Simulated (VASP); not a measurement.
# ZrB in VASP: settings compared

ZrB is run at these levels: PBE, PBEsol+D3(BJ), PBEsol+D4, PBE+D3(BJ); tasks: single point.

Everything below comes from runs of VASP 6.6.1. Logs are shortened: lines on timing, memory, paths and dates and some standing lists are left out, and cuts for length are marked.

### Step 1. The cell of the first run

Symmetry: Cmmm, No. 65, orthorhombic system. Conventional cell: a = 3.923 Å, b = 3.971 Å, c = 4.014 Å, α = 90.00°, β = 90.00°, γ = 90.00°. Zr (site symmetry mmm) has 4 B at 1.96 to 1.99 Å within 2.6 Å. Within 2.6 Å of B (site symmetry mmm) lie 4 Zr at 1.96 to 1.99 Å.

### Step 2. Single point, PBE

Contents of INCAR:

```
ALGO = Normal ; EDIFF = 1E-6
ENCUT = 520 ; GGA = PE
ISIF = 2 ; ISMEAR = 0
LASPH = T ; LCHARG = F
LREAL = F ; LWAVE = F
NBANDS = 14 ; NELM = 80
PREC = Accurate ; SIGMA = 0.026000000000000002
```

Contents of KPOINTS:

```
k-points
0
Gamma
  10 10 7
```

Contents of POSCAR:

```
ZrB
1.0
    1.9614334600     -1.9857162700      0.0000000000
    1.9614334600      1.9857162700      0.0000000000
    0.0000000000      0.0000000000      4.0139456300
Zr B
1 1
Direct
    0.0000000000      0.0000000000      0.5000000000
    0.5000000000      0.5000000000      0.5000000000
```

Potentials or basis: VASP PAW PBE potentials, release 64 (Zr_sv, B).

Command:

```
> cat potpaw_PBE.64/Zr_sv/POTCAR potpaw_PBE.64/B/POTCAR > POTCAR
> mpirun -np 1 vasp_std > vasp.out
```

OUTCAR:

```text
EDIFF = 1E-6
   ENCUT = 520
   GGA = PE
   ISIF = 2
   ISMEAR = 0
   LASPH = T
   LREAL = F
   NELM = 80
   PREC = Accurate

 ion  position               nearest neighbor table
   1  0.000  0.000  0.500-   2 1.96   2 1.96   2 1.99   2 1.99
   2  0.500  0.500  0.500-   1 1.96   1 1.96   1 1.99   1 1.99

  LATTYP: Found a base centered orthorhombic cell.
 ALAT       =     3.9228669200
 B/A-ratio  =     1.0123801345
 C/A-ratio  =     1.0232173846

  Lattice vectors:

 A1 = (   1.9614334600,  -1.9857162700,   0.0000000000)
 A2 = (   1.9614334600,   1.9857162700,   0.0000000000)
 A3 = (   0.0000000000,   0.0000000000,   4.0139456300)

Analysis of symmetry for initial positions (statically):
=====================================================================
 Subroutine PRICEL returns:
 Original cell was already a primitive cell.

 Routine SETGRP: Setting up the symmetry group for a
 base centered orthorhombic supercell.

 Subroutine GETGRP returns: Found  8 space group operations
 (whereof  8 operations were pure point group operations)
 out of a pool of  8 trial point group operations.

The static configuration has the point symmetry D_2h.

Analysis of symmetry for dynamics (positions and initial velocities):
=====================================================================
 Subroutine PRICEL returns:
 Original cell was already a primitive cell.

 Routine SETGRP: Setting up the symmetry group for a
 base centered orthorhombic supercell.

 Subroutine GETGRP returns: Found  8 space group operations
 (whereof  8 operations were pure point group operations)
 out of a pool of  8 trial point group operations.

The dynamic configuration has the point symmetry D_2h.

 Subroutine INISYM returns: Found  8 space group operations
 (whereof  8 operations are pure point group operations),
 and found     1 'primitive' translations

----------------------------------------------------------------------------------------

                                     Primitive cell

  volume of cell :      31.2674

  direct lattice vectors                    reciprocal lattice vectors
     1.961433460 -1.985716270  0.000000000     0.254915606 -0.251798310  0.000000000
     1.961433460  1.985716270  0.000000000     0.254915606  0.251798310  0.000000000
     0.000000000  0.000000000  4.013945630     0.000000000  0.000000000  0.249131426

  length of vectors
     2.791109156  2.791109156  4.013945630     0.358307626  0.358307626  0.249131426

  position of ions in fractional coordinates (direct lattice)
     0.000000000  0.000000000  0.500000000
     0.500000000  0.500000000  0.500000000

  ion indices of the primitive-cell ions
   primitive index   ion index
                 1           1
                 2           2

----------------------------------------------------------------------------------------

 KPOINTS: k-points

Automatic generation of k-mesh.
 Grid dimensions read from file:
 generate k-points for:   10   10    7

 Generating k-lattice:

  Cartesian coordinates                     Fractional coordinates (reciprocal lattice)
     0.025491561 -0.025179831  0.000000000     0.100000000  0.000000000  0.000000000
     0.025491561  0.025179831  0.000000000     0.000000000  0.100000000  0.000000000
     0.000000000  0.000000000  0.035590204     0.000000000  0.000000000  0.142857143

  Length of vectors
     0.035830763  0.035830763  0.035590204

  Shift w.r.t. Gamma in fractional coordinates (k-lattice)
     0.000000000  0.000000000  0.000000000

 Subroutine IBZKPT returns following result:
 ===========================================

 Found    124 irreducible k-points:

 Following reciprocal coordinates:
            Coordinates               Weight
  0.000000  0.000000  0.000000      1.000000
  0.100000  0.000000  0.000000      4.000000
  0.200000  0.000000  0.000000      4.000000
  0.300000  0.000000  0.000000      4.000000
  0.400000  0.000000  0.000000      4.000000
  0.500000  0.000000  0.000000      2.000000
[... 16 lines left out ...]
  0.300000  0.300000  0.000000      2.000000
  0.400000  0.300000  0.000000      4.000000
 [... further k-points ...]
   k-points           NKPTS =    124   k-points in BZ     NKDIM =    124   number of bands    NBANDS=     14
   number of dos      NEDOS =    301   number of ions     NIONS =      2
   total plane-waves  NPLWV =  17280
   dimension x,y,z NGX =    24 NGY =   24 NGZ =   30
   dimension x,y,z NGXF=    48 NGYF=   48 NGZF=   60
   ions per type =               1   1
   NGX,Y,Z   is equivalent  to a cutoff of  14.30, 14.30, 12.43 a.u.
   NGXF,Y,Z  is equivalent  to a cutoff of  28.59, 28.59, 24.85 a.u.
 SYSTEM =  unknown system
   PREC   = accura    normal or accurate (medium, high low for compatibility)
   ISTART =      0    job   : 0-new  1-cont  2-samecut
   ICHARG =      2    charge: 1-file 2-atom 10-const
   ISPIN  =      1    spin polarized calculation?
   LNONCOLLINEAR =      F non collinear calculations
   LSORBIT =      F    spin-orbit coupling
   LASPH  =      T    aspherical Exc in radial PAW
   ENCUT  =  520.0 eV  38.22 Ry    6.18 a.u.   5.19  5.19  7.46*2*pi/ulx,y,z
   NELM   =     80;   NELMIN=  2; NELMDL= -5     # of ELM steps
   EDIFF  = 0.1E-05   stopping-criterion for ELM
   LREAL  =      F    real-space projection
   EDIFFG = 0.1E-04   stopping-criterion for IOM
   NSW    =      0    number of steps for IOM
   IBRION =     -1    ionic relax: 0-MD 1-quasi-New 2-CG
   NFREE  =      0    steps in history (QN), initial steepest desc. (CG)
   ISIF   =      2    stress and relaxation
   ISYM   =      2    0-nonsym 1-usesym 2-fastsym
   POTIM  = 0.5000    time-step for ionic-motion
   TEBEG  =    0.0;   TEEND  =   0.0 temperature during run
   PSTRESS=    0.0 pullay stress
   NELECT =      15.0000    total number of electrons
   NUPDOWN=      -1.0000    fix difference up-down
   EMIN   =  10.00;   EMAX   =-10.00  energy-range for DOS
   EFERMI =   0.00;   METHOD = LEGACY
   ISMEAR =     0;   SIGMA  =   0.03  broadening in eV -4-tet -1-fermi 0-gaus
   EFERMI_NEDOS =   21; number of points for ismear=-14 and -15
   IALGO  =     38    algorithm
   IMIX   =      4    mixing-type and parameters
     AMIX     =   0.40;   BMIX     =  1.00
     AMIX_MAG =   1.60;   BMIX_MAG =  1.00
  volume/ion in A,a.u.               =      15.63       105.50
  Fermi-wavevector in a.u.,A,eV,Ry     =   1.281567  2.421810 22.346383  1.642413
  Thomas-Fermi vector in A             =   2.413929
   LORBIT       =      0    0 simple, 1 ext, 2 COOP (PROOUT), +10 PAW based schemes
   GGA     = PE    functional components
   LHFCALC =     F    Hartree Fock is set to
   AEXX    =    0.0000 exact exchange contribution
   IVDW    =     0    specifies the selected vdW correction
   LEPSILON=     F    determine dielectric tensor
   LRPA    =     F    only Hartree local field effects (RPA)
 non-spin polarized calculation
 Gauss-broadening in eV      SIGMA  =   0.03
  energy-cutoff  :      520.00
  volume of cell :       31.27
 maximum number of plane-waves:       872
 NGX is ok and might be reduce to    24
   NGX = 11   NGY = 11   NGZ = 15

 number of electron      15.0000001 magnetization

 Free energy of the ion-electron system (eV)
  ---------------------------------------------------
  ext. energy  EPLUGINS =         0.00000000
  ---------------------------------------------------
  free energy    TOTEN  =        -9.84617333 eV

  energy without entropy =       -9.84569071  energy(sigma->0) =       -9.84593202

 E-fermi :   7.1589     XC(G=0): -10.4058

 val. band max:        7.1473223129   @ k =  -0.4000   0.4000   0.4286
 cond. band min:       7.1654599296   @ k =   0.3000   0.2000   0.4286
 fundamental gap:      0.0181376167
 Fermi energy:         7.1589409889

 k-point     1 :       0.0000    0.0000    0.0000
  band No.  band energies     occupation
      1     -40.5076      2.00000
      2     -18.7587      2.00000
      3     -18.0718      2.00000
      4     -17.9754      2.00000
      5      -1.0596      2.00000
      6       4.8933      2.00000
      7       5.1177      2.00000
      8       7.3524      0.00000
      9      11.5401      0.00000
     10      11.8348      0.00000
     11      11.8567      0.00000
     12      11.9359      0.00000
     13      12.4796      0.00000
     14      19.3344      0.00000

 k-point     2 :       0.1000    0.0000    0.0000
  band No.  band energies     occupation
      1     -40.4838      2.00000
      2     -18.7338      2.00000
      3     -18.2515      2.00000
      4     -17.9830      2.00000
      5      -0.7416      2.00000
      6       5.0268      2.00000
      7       5.3217      2.00000
      8       6.8878      2.00000
      9       9.4052      0.00000
     10      11.6054      0.00000
     11      11.9561      0.00000
     12      12.2785      0.00000
     13      15.1632      0.00000
     14      19.0330      0.00000

 k-point     3 :       0.2000    0.0000    0.0000
  band No.  band energies     occupation
      1     -40.4209      2.00000
      2     -18.7881      2.00000
      3     -18.6680      2.00000
      4     -17.9038      2.00000
      5       0.0573      2.00000
      6       5.1552      2.00000
      7       5.9034      2.00000
      8       6.0370      2.00000
      9       7.2509      0.00000
     10      11.6003      0.00000
     11      12.1608      0.00000
     12      13.1680      0.00000
     13      17.5908      0.00000
     14      18.4837      0.00000

 k-point     4 :       0.3000    0.0000    0.0000
  band No.  band energies     occupation
      1     -40.3417      2.00000
      2     -19.4056      2.00000
      3     -18.5851      2.00000
      4     -17.7966      2.00000
      5       1.0332      2.00000
      6       4.9308      2.00000
      7       5.1279      2.00000
      8       5.6247      2.00000
      9       6.8557      2.00000
     10      12.4126      0.00000
     11      12.4272      0.00000
     12      14.3128      0.00000
     13      15.6714      0.00000
     14      20.6702      0.00000

 k-point     5 :       0.4000    0.0000    0.0000
  band No.  band energies     occupation
      1     -40.2763      2.00000
      2     -19.8719      2.00000
      3     -18.5168      2.00000
      4     -17.7069      2.00000
      5       1.9221      2.00000
      6       4.2561      2.00000
      7       4.5927      2.00000
      8       4.8712      2.00000
      9       7.3841      0.00000
     10      12.6606      0.00000
     11      14.0517      0.00000
[... 276 lines left out ...]
 k-point    22 :      -0.2000    0.2000    0.0000
  band No.  band energies     occupation
      1     -40.3327      2.00000
      2     -18.7085      2.00000
      3     -18.6408      2.00000
      4     -18.5838      2.00000
      5       1.1101      2.00000
      6       4.8496      2.00000
      7       5.7662      2.00000
      8       6.3860      2.00000
      9       6.4219      2.00000
     10      10.0151      0.00000
     11      14.0203      0.00000
     12      15.3187      0.00000
     13      17.3703      0.00000
     14      18.7821      0.00000

 k-point    23 :       0.3000    0.3000    0.0000
  band No.  band energies     occupation
      1     -40.1703      2.00000
      2     -19.2324      2.00000
      3     -19.1757      2.00000
      4     -18.4311      2.00000
      5       1.0539      2.00000
      6       5.3150      2.00000
      7       5.5420      2.00000
      8       7.7011      0.00000
      9       7.7383      0.00000
     10       8.8043      0.00000
     11      14.4717      0.00000
     12      16.0578      0.00000
     13      16.1951      0.00000
     14      17.6598      0.00000

 k-point    24 :       0.4000    0.3000    0.0000
  band No.  band energies     occupation
      1     -40.1027      2.00000
      2     -19.6798      2.00000
      3     -19.1228      2.00000
      4     -18.3714      2.00000
      5       0.3947      2.00000
      6       5.5947      2.00000
      7       6.4161      2.00000
      8       8.2358      0.00000
      9       8.6347      0.00000
     10       8.6738      0.00000
     11      13.0644      0.00000
     12      15.3361      0.00000
     13      16.5377      0.00000
     14      17.9745      0.00000

 [... further k-points ...]

------------------------ aborting loop because EDIFF is reached ----------------------------------------

  FORCE on cell =-STRESS in cart. coord.  units (eV):
  Direction    XX          YY          ZZ          XY          YZ          ZX
  --------------------------------------------------------------------------------------
  -------------------------------------------------------------------------------------
  Total       22.5409229     22.0888547      0.1480910      0.0000000      0.0000000      0.0000000
  in kB     1155.0213735   1131.8569065      7.5883427      0.0000000      0.0000000      0.0000000
  external PRESSURE =     764.8222076 kB  Pullay stress =       0.0000000 kB

 VOLUME and BASIS-vectors are now :
 -----------------------------------------------------------------------------
  energy-cutoff  :      520.00
  volume of cell :       31.27
      direct lattice vectors                 reciprocal lattice vectors
     1.961433460 -1.985716270  0.000000000     0.254915606 -0.251798310  0.000000000
     1.961433460  1.985716270  0.000000000     0.254915606  0.251798310  0.000000000
     0.000000000  0.000000000  4.013945630     0.000000000  0.000000000  0.249131426

 POSITION                                       TOTAL-FORCE (eV/Angst)
 -----------------------------------------------------------------------------------
      0.00000      0.00000      2.00697         0.000000      0.000000      0.000000
      1.96143      0.00000      2.00697        -0.000000      0.000000      0.000000
 -----------------------------------------------------------------------------------
    total drift:                               -0.000000     -0.000000     -0.000000

  FREE ENERGIE OF THE ION-ELECTRON SYSTEM (eV)
  ---------------------------------------------------
  free  energy   TOTEN  =        -9.8461733258 eV

  energy  without entropy=       -9.8456907120  energy(sigma->0) =       -9.84593202
```

Wall time 78 s (1 thread of AMD EPYC 7R43 (Zen 3), shared host); peak memory 0.14 GiB.

What came out:

```
Free energy : -9.8462 eV
Pressure    : 76.5 GPa
```

### Step 3. Single point, PBE

Contents of INCAR:

```
SYSTEM = ZrB
PREC = Accurate ; ENCUT = 520
EDIFF = 1E-7 ; ISMEAR = 0
SIGMA = 0.028000000000000004 ; LREAL = .False.
LASPH = .True. ; NELM = 100
ALGO = Normal ; ISIF = 2
LWAVE = .False. ; LCHARG = .True.
GGA = PE ; LELF = .True.
LVHAR = .True. ; NBANDS = 14
```

Contents of KPOINTS:

```
regular mesh
0
Gamma
  10 10 7
  0 0 0
```

POSCAR is that of step 2.

Potentials or basis: VASP PAW PBE potentials, release 64 (Zr_sv, B).

Command:

```
> cat potpaw_PBE.64/Zr_sv/POTCAR potpaw_PBE.64/B/POTCAR > POTCAR
> mpirun -np 1 vasp_std > vasp.out
```

Wall time 79 s (1 thread of AMD EPYC 7R43 (Zen 3), shared host); peak memory 0.15 GiB.

Results (log left out):

```
Free energy : -9.8462 eV
Pressure    : 76.5 GPa
```

Stress tensor (GPa, compression positive):
```
115.46   0.00   0.00
  0.00 113.20   0.00
  0.00   0.00   0.71
```

Levels at points of the mesh, in eV from the Fermi level:
```tsv
k point	band 3	band 4	band 5	band 6	band 7	band 8	band 9	band 10	band 11	band 12
(0.00, 0.00, 0.00)	-25.23	-25.13	-8.22	-2.27	-2.04	0.19	4.38	4.68	4.70	4.78
(0.50, 0.00, 0.00)	-25.65	-24.83	-4.81	-3.14	-2.90	-2.54	0.43	5.60	6.44	8.68
(0.50, 0.50, 0.00)	-26.89	-25.43	-8.04	0.53	0.59	1.88	2.58	2.75	3.06	9.45
```

[end of part 1 of 2]
